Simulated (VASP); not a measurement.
# Ta2N (P-3m1) in VASP: a series of runs

Ta2N is run at these levels: PBEsol; tasks: single point.

All numbers are computed with VASP 6.6.1; they aren't measurements. Logs are shortened: lines on timing, memory, paths and dates and some standing lists are left out, and cuts for length are marked.

**1. The cell of the first run**

It takes space group P-3m1 (No. 164, trigonal). Conventional cell: a = 3.078 Å, b = 3.078 Å, c = 4.571 Å, α = 90.00°, β = 90.00°, γ = 120.00°. Ta (site symmetry 3m) has 3 N at 2.12 Å and 12 Ta at 2.87 to 3.08 Å within 3.1 Å. Within 2.8 Å of N (site symmetry -3m) lie 6 Ta at 2.12 Å.

**2. Single point, PBEsol (engineering shear strain xy +0.0000, normal strain along z -0.0525)**

Contents of INCAR:

```
SYSTEM = Ta2N
PREC = Accurate
ENCUT = 700
EDIFF = 1E-6
ISMEAR = 0
SIGMA = 0.15
LREAL = .False.
LASPH = .True.
NELM = 120
ALGO = Normal
ISIF = 2
LWAVE = .False.
LCHARG = .True.
GGA = PS
LELF = .True.
LVHAR = .True.
NBANDS = 22
GGA_COMPAT = .False.
```

Contents of KPOINTS:

```
Automatic mesh
0
Gamma
  15 15 8
  0 0 0
```

Contents of POSCAR:

```
Ta2N
1.0
    3.0782595490      0.0000000000      0.0000000000
   -1.5391297745      2.6658509688      0.0000000000
    0.0000000000      0.0000000000      4.5706764578
Ta N
2 1
Direct
    0.6666666667      0.3333333333      0.7463700642
    0.3333333333      0.6666666667      0.2536299358
    0.0000000000      0.0000000000      0.0000000000
```

Potentials or basis: VASP PAW PBE potentials, release 64 (Ta_sv_GW, N).

Command:

```bash
$ cat potpaw_PBE.64/Ta_sv_GW/POTCAR potpaw_PBE.64/N/POTCAR > POTCAR
$ mpirun -np 1 vasp_std > vasp.out
```

OUTCAR:

```text
SYSTEM = Ta2N
   PREC = Accurate
   ENCUT = 700
   EDIFF = 1E-6
   ISMEAR = 0
   LREAL = .False.
   LASPH = .True.
   NELM = 120
   ISIF = 2
   GGA = PS

 ion  position               nearest neighbor table
   1  0.667  0.333  0.746-   3 2.12   3 2.12   3 2.12   2 2.87   2 2.87   2 2.87   2 2.92   2 2.92
                             2 2.92
   2  0.333  0.667  0.254-   3 2.12   3 2.12   3 2.12   1 2.87   1 2.87   1 2.87   1 2.92   1 2.92
                             1 2.92
   3  0.000  0.000  0.000-   1 2.12   2 2.12   2 2.12   1 2.12   1 2.12   2 2.12

  LATTYP: Found a hexagonal cell.
 ALAT       =     3.0782595490
 C/A-ratio  =     1.4848249100

  Lattice vectors:

 A1 = (   3.0782595490,   0.0000000000,   0.0000000000)
 A2 = (  -1.5391297745,   2.6658509688,   0.0000000000)
 A3 = (   0.0000000000,   0.0000000000,   4.5706764578)

Analysis of symmetry for initial positions (statically):
=====================================================================
 Subroutine PRICEL returns:
 Original cell was already a primitive cell.

 Routine SETGRP: Setting up the symmetry group for a
 hexagonal supercell.

 Subroutine GETGRP returns: Found 12 space group operations
 (whereof 12 operations were pure point group operations)
 out of a pool of 24 trial point group operations.

The static configuration has the point symmetry D_3d.

Analysis of symmetry for dynamics (positions and initial velocities):
=====================================================================
 Subroutine PRICEL returns:
 Original cell was already a primitive cell.

 Routine SETGRP: Setting up the symmetry group for a
 hexagonal supercell.

 Subroutine GETGRP returns: Found 12 space group operations
 (whereof 12 operations were pure point group operations)
 out of a pool of 24 trial point group operations.

The dynamic configuration has the point symmetry D_3d.

 Subroutine INISYM returns: Found 12 space group operations
 (whereof 12 operations are pure point group operations),
 and found     1 'primitive' translations

----------------------------------------------------------------------------------------

                                     Primitive cell

  volume of cell :      37.5078

  direct lattice vectors                    reciprocal lattice vectors
     3.078259549  0.000000000  0.000000000     0.324858896  0.187557371  0.000000000
    -1.539129775  2.665850969  0.000000000     0.000000000  0.375114743  0.000000000
     0.000000000  0.000000000  4.570676458     0.000000000  0.000000000  0.218785996

  length of vectors
     3.078259549  3.078259549  4.570676458     0.375114743  0.375114743  0.218785996

  position of ions in fractional coordinates (direct lattice)
     0.666666667  0.333333333  0.746370064
     0.333333333  0.666666667  0.253629936
     0.000000000  0.000000000  0.000000000

  ion indices of the primitive-cell ions
   primitive index   ion index
                 1           1
                 2           2
                 3           3

----------------------------------------------------------------------------------------

 KPOINTS: Automatic mesh

Automatic generation of k-mesh.
 Grid dimensions read from file:
 generate k-points for:   15   15    8

 Generating k-lattice:

  Cartesian coordinates                     Fractional coordinates (reciprocal lattice)
     0.021657260  0.012503825  0.000000000     0.066666667  0.000000000  0.000000000
     0.000000000  0.025007650  0.000000000     0.000000000  0.066666667  0.000000000
     0.000000000  0.000000000  0.027348249     0.000000000  0.000000000  0.125000000

  Length of vectors
     0.025007650  0.025007650  0.027348249

  Shift w.r.t. Gamma in fractional coordinates (k-lattice)
     0.000000000  0.000000000  0.000000000

 Subroutine IBZKPT returns following result:
 ===========================================

 Found    192 irreducible k-points:

 Following reciprocal coordinates:
            Coordinates               Weight
  0.000000  0.000000  0.000000      1.000000
  0.066667  0.000000  0.000000      6.000000
  0.133333  0.000000  0.000000      6.000000
  0.200000  0.000000  0.000000      6.000000
  0.266667  0.000000  0.000000      6.000000
  0.333333  0.000000  0.000000      6.000000
[... 16 lines left out ...]
  0.333333  0.200000  0.000000     12.000000
  0.400000  0.200000  0.000000      6.000000
 [... further k-points ...]
   k-points           NKPTS =    192   k-points in BZ     NKDIM =    192   number of bands    NBANDS=     22
   number of dos      NEDOS =    301   number of ions     NIONS =      3
   total plane-waves  NPLWV =  31360
   dimension x,y,z NGX =    28 NGY =   28 NGZ =   40
   dimension x,y,z NGXF=    56 NGYF=   56 NGZF=   80
   ions per type =               2   1
   NGX,Y,Z   is equivalent  to a cutoff of  15.12, 15.12, 14.55 a.u.
   NGXF,Y,Z  is equivalent  to a cutoff of  30.24, 30.24, 29.10 a.u.
 SYSTEM =  Ta2N
   PREC   = accura    normal or accurate (medium, high low for compatibility)
   ISTART =      0    job   : 0-new  1-cont  2-samecut
   ICHARG =      2    charge: 1-file 2-atom 10-const
   ISPIN  =      1    spin polarized calculation?
   LNONCOLLINEAR =      F non collinear calculations
   LSORBIT =      F    spin-orbit coupling
   LASPH  =      T    aspherical Exc in radial PAW
   ENCUT  =  700.0 eV  51.45 Ry    7.17 a.u.   6.64  6.64  9.86*2*pi/ulx,y,z
   NELM   =    120;   NELMIN=  2; NELMDL= -5     # of ELM steps
   EDIFF  = 0.1E-05   stopping-criterion for ELM
   LREAL  =      F    real-space projection
   EDIFFG = 0.1E-04   stopping-criterion for IOM
   NSW    =      0    number of steps for IOM
   IBRION =     -1    ionic relax: 0-MD 1-quasi-New 2-CG
   NFREE  =      0    steps in history (QN), initial steepest desc. (CG)
   ISIF   =      2    stress and relaxation
   ISYM   =      2    0-nonsym 1-usesym 2-fastsym
   POTIM  = 0.5000    time-step for ionic-motion
   TEBEG  =    0.0;   TEEND  =   0.0 temperature during run
   PSTRESS=    0.0 pullay stress
   NELECT =      31.0000    total number of electrons
   NUPDOWN=      -1.0000    fix difference up-down
   EMIN   =  10.00;   EMAX   =-10.00  energy-range for DOS
   EFERMI =   0.00;   METHOD = LEGACY
   ISMEAR =     0;   SIGMA  =   0.15  broadening in eV -4-tet -1-fermi 0-gaus
   EFERMI_NEDOS =   21; number of points for ismear=-14 and -15
   IALGO  =     38    algorithm
   IMIX   =      4    mixing-type and parameters
     AMIX     =   0.40;   BMIX     =  1.00
     AMIX_MAG =   1.60;   BMIX_MAG =  1.00
  volume/ion in A,a.u.               =      12.50        84.37
  Fermi-wavevector in a.u.,A,eV,Ry     =   1.536343  2.903267 32.114511  2.360350
  Thomas-Fermi vector in A             =   2.643005
   LORBIT       =      0    0 simple, 1 ext, 2 COOP (PROOUT), +10 PAW based schemes
   GGA     = PS    functional components
   LHFCALC =     F    Hartree Fock is set to
   AEXX    =    0.0000 exact exchange contribution
   IVDW    =     0    specifies the selected vdW correction
   LEPSILON=     F    determine dielectric tensor
   LRPA    =     F    only Hartree local field effects (RPA)
 non-spin polarized calculation
 Gauss-broadening in eV      SIGMA  =   0.15
  energy-cutoff  :      700.00
  volume of cell :       37.51
 maximum number of plane-waves:      1616
 NGX is ok and might be reduce to    28
   NGX = 13   NGY = 13   NGZ = 19

 number of electron      30.9999999 magnetization

 Free energy of the ion-electron system (eV)
  ---------------------------------------------------
  ext. energy  EPLUGINS =         0.00000000
  ---------------------------------------------------
  free energy    TOTEN  =       -41.37537056 eV

  energy without entropy =      -41.36546989  energy(sigma->0) =      -41.37042022

 E-fermi :  12.8779     XC(G=0): -13.8437

 val. band max:       12.8450643969   @ k =   0.0667   0.0000   0.1250
 cond. band min:      12.8809694953   @ k =   0.0667   0.0000   0.0000
 fundamental gap:      0.0359050984
 Fermi energy:        12.8778720780

 k-point     1 :       0.0000    0.0000    0.0000
  band No.  band energies     occupation
      1     -55.4995      2.00000
      2     -55.3614      2.00000
      3     -22.7539      2.00000
      4     -21.8098      2.00000
      5     -21.8098      2.00000
      6     -21.5977      2.00000
[... 14 lines left out ...]
     21      14.2467      0.00000
     22      18.6552      0.00000

 k-point     2 :       0.0667    0.0000    0.0000
  band No.  band energies     occupation
      1     -55.4964      2.00000
      2     -55.3609      2.00000
      3     -22.7362      2.00000
      4     -21.8414      2.00000
      5     -21.8231      2.00000
      6     -21.6299      2.00000
[... 14 lines left out ...]
     21      14.5720      0.00000
     22      18.7323      0.00000

 k-point     3 :       0.1333    0.0000    0.0000
  band No.  band energies     occupation
      1     -55.4872      2.00000
      2     -55.3596      2.00000
      3     -22.6845      2.00000
      4     -21.9314      2.00000
      5     -21.8586      2.00000
      6     -21.7178      2.00000
[... 14 lines left out ...]
     21      15.6158      0.00000
     22      18.6939      0.00000

 k-point     4 :       0.2000    0.0000    0.0000
  band No.  band energies     occupation
      1     -55.4732      2.00000
      2     -55.3582      2.00000
      3     -22.6035      2.00000
      4     -22.0652      2.00000
      5     -21.9073      2.00000
      6     -21.8401      2.00000
[... 14 lines left out ...]
     21      16.8678      0.00000
     22      18.4127      0.00000

 k-point     5 :       0.2667    0.0000    0.0000
  band No.  band energies     occupation
      1     -55.4561      2.00000
      2     -55.3575      2.00000
      3     -22.5024      2.00000
      4     -22.2177      2.00000
      5     -21.9718      2.00000
      6     -21.9598      2.00000
[... 417 lines left out ...]
 k-point    22 :       0.2667    0.2000    0.0000
  band No.  band energies     occupation
      1     -55.4177      2.00000
      2     -55.3624      2.00000
      3     -22.4354      2.00000
      4     -22.2387      2.00000
      5     -22.2173      2.00000
      6     -21.9999      2.00000
[... 14 lines left out ...]
     21      18.2475      0.00000
     22      19.1886      0.00000

 k-point    23 :       0.3333    0.2000    0.0000
  band No.  band energies     occupation
      1     -55.4044      2.00000
      2     -55.3672      2.00000
      3     -22.5007      2.00000
      4     -22.2178      2.00000
      5     -22.1264      2.00000
      6     -22.0815      2.00000
[... 14 lines left out ...]
     21      17.9362      0.00000
     22      19.5082      0.00000

 k-point    24 :       0.4000    0.2000    0.0000
  band No.  band energies     occupation
      1     -55.3984      2.00000
      2     -55.3702      2.00000
      3     -22.5246      2.00000
      4     -22.1800      2.00000
      5     -22.1489      2.00000
      6     -22.0721      2.00000
[... 14 lines left out ...]
     21      17.7256      0.00000
     22      19.7050      0.00000

 [... further k-points ...]

------------------------ aborting loop because EDIFF is reached ----------------------------------------

  FORCE on cell =-STRESS in cart. coord.  units (eV):
  Direction    XX          YY          ZZ          XY          YZ          ZX
  --------------------------------------------------------------------------------------
  -------------------------------------------------------------------------------------
  Total        3.2614893      3.2614893      6.6330963      0.0000000      0.0000000      0.0000000
  in kB      139.3172692    139.3172691    283.3383124      0.0000000      0.0000000      0.0000000
  external PRESSURE =     187.3242836 kB  Pullay stress =       0.0000000 kB

 VOLUME and BASIS-vectors are now :
 -----------------------------------------------------------------------------
  energy-cutoff  :      700.00
  volume of cell :       37.51
      direct lattice vectors                 reciprocal lattice vectors
     3.078259549  0.000000000  0.000000000     0.324858896  0.187557371  0.000000000
    -1.539129775  2.665850969  0.000000000     0.000000000  0.375114743  0.000000000
     0.000000000  0.000000000  4.570676458     0.000000000  0.000000000  0.218785996

 POSITION                                       TOTAL-FORCE (eV/Angst)
 -----------------------------------------------------------------------------------
      1.53913      0.88862      3.41142        -0.000000      0.000000      0.041845
     -0.00000      1.77723      1.15926         0.000000     -0.000000     -0.041845
      0.00000      0.00000      0.00000         0.000000      0.000000      0.000000
 -----------------------------------------------------------------------------------
    total drift:                                0.000000     -0.000000     -0.000000

  FREE ENERGIE OF THE ION-ELECTRON SYSTEM (eV)
  ---------------------------------------------------
  free  energy   TOTEN  =       -41.3753705590 eV

  energy  without entropy=      -41.3654698881  energy(sigma->0) =      -41.37042022
```

It took 1.7 min on 1 thread of Intel Xeon 6975P-C (Granite Rapids), shared host; peak memory 0.37 GiB.

What came out:

```
Free energy            : -41.3754 eV
Pressure               : 18.7 GPa
Largest force          : 0.042 eV/Å
Band gap on the k mesh : zero (an odd number of electrons rules out a gap without spin polarisation)
```

Forces on the atoms (eV/Å):
```
Ta   0.000  0.000  0.042
Ta   0.000  0.000 -0.042
N    0.000  0.000  0.000
```

Levels at points of the mesh, in eV from the Fermi level:
```csv
k point,band 13,band 14,band 15,band 16,band 17,band 18
"(0.00, 0.00, 0.00)",-4.68,-0.22,-0.22,-0.18,-0.05,-0.05
"(0.00, 0.00, 0.50)",-2.59,-2.33,-1.48,-1.48,2.26,2.26
```

Caveat: the cell differs from its parent crystal (engineering shear strain xy +0.0000, normal strain along z -0.0525); the stress differs along the axes, from 14 to 28 GPa; the PAW data sets were made with another functional, which shifts forces and pressure a little; spin-orbit coupling is left out, which moves the levels of the heavy elements.

**3. Single point, PBEsol (engineering shear strain xy +0.0000, normal strain along z -0.0350)**

Contents of INCAR:

```
PREC = Accurate
ENCUT = 700
EDIFF = 1E-6
ISMEAR = 0
SIGMA = 0.15
LREAL = F
LASPH = T
NELM = 120
ALGO = Normal
ISIF = 2
LWAVE = F
LCHARG = F
GGA = PS
NBANDS = 22
GGA_COMPAT = F
```

Contents of KPOINTS:

```
regular mesh
0
Gamma
  15 15 8
```

POSCAR, as its differences from that of step 2:

```diff
@@ -4,3 +4,3 @@
    -1.5391297745      2.6658509688      0.0000000000
-    0.0000000000      0.0000000000      4.5706764578
+    0.0000000000      0.0000000000      4.6550952842
 Ta N
```

Potentials or basis: VASP PAW PBE potentials, release 64 (Ta_sv_GW, N).

Command:

```bash
$ cat potpaw_PBE.64/Ta_sv_GW/POTCAR potpaw_PBE.64/N/POTCAR > POTCAR
$ mpirun -np 1 vasp_std > vasp.out
```

Wall time 3 min (1 thread of Intel Xeon Platinum 8259CL at 2.50GHz (Skylake/Cascade Lake), shared host); peak memory 0.38 GiB.

It converged, with:

| Property | Result |
| --- | --- |
| Free energy | -41.4760 eV |
| Pressure | 11.9 GPa |
| Largest force | 0.014 eV/Å |
| Band gap on the k mesh | zero (an odd number of electrons rules out a gap without spin polarisation) |

Forces on the atoms (eV/Å):
```
Ta   0.000  0.000  0.014
Ta   0.000  0.000 -0.014
N    0.000  0.000  0.000
```

Stress tensor (GPa, compression positive):
```
 8.92  0.00  0.00
 0.00  8.92  0.00
 0.00  0.00 17.77
```

Levels at points of the mesh, in eV from the Fermi level:
| k point | band 11 | band 12 | band 13 | band 14 | band 15 | band 16 | band 17 | band 18 | band 19 | band 20 |
| --- | --- | --- | --- | --- | --- | --- | --- | --- | --- | --- |
| (0.00, 0.00, 0.00) | -6.55 | -6.55 | -4.77 | -0.37 | -0.24 | -0.24 | 0.06 | 0.06 | 0.39 | 1.32 |
| (0.00, 0.00, 0.50) | -6.77 | -6.77 | -2.70 | -2.46 | -1.37 | -1.37 | 2.12 | 2.17 | 2.55 | 2.55 |

Caveat: the cell differs from its parent crystal (engineering shear strain xy +0.0000, normal strain along z -0.0350); the stress differs along the axes, from 9 to 18 GPa; the PAW data sets were made with another functional, which shifts forces and pressure a little; spin-orbit coupling is left out, which moves the levels of the heavy elements.

(Continued in part 2 of 2.)

The gap in the log of VASP goes by the Fermi energy; the results here count the filled bands.